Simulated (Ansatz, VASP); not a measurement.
**One calculation of WC, two programs**

```
CELL_PARAMETERS angstrom
0.00000 2.19268 2.19268
2.19268 0.00000 2.19268
2.19268 2.19268 0.00000
ATOMIC_POSITIONS crystal
W 0.98258 0.99518 0.00280
C 0.51745 0.50594 0.48678
```

Change from the starting cell: atoms moved at random, drawn with an rms of 0.05 Å.

Alike in both runs: task single point; functional PBEsol; k mesh 10 × 10 × 10; occupations fermi-dirac, width 0.05 eV; no spin polarisation.

|  | VASP | Ansatz |
| --- | --- | --- |
| version | VASP 6.6.1 | Ansatz 0.2.0 |
| potentials or method | VASP PAW PBE potentials, release 64 (W_sv, C), cutoff 520 eV | all-electron LAPW, scalar-relativistic |

Ansatz gave:

| Quantity | Value |
| --- | --- |
| gap on the k mesh at the Fermi level (eV) | none |
| pressure (GPa) | -8.3 |
| traceless stress, the component that is largest in VASP (GPa) | 3.17 |
| rms of the force components (eV/Å) | 0.407 |

Problem. Which values does VASP return?

Solution. gap on the k mesh at the Fermi level (eV): none; pressure (GPa): -7.3; traceless stress, the component that is largest in VASP (GPa): 3.21; rms of the force components (eV/Å): 0.416.

VASP's potentials were made for PBE, not for PBEsol. Atom by atom the forces differ by 0.009 eV/Å (rms over components). A gap of «none» marks a metal or a gap that the smearing closes. Ansatz ran all-electron here, and VASP with PAW potentials.

Neither program's run includes spin-orbit coupling.
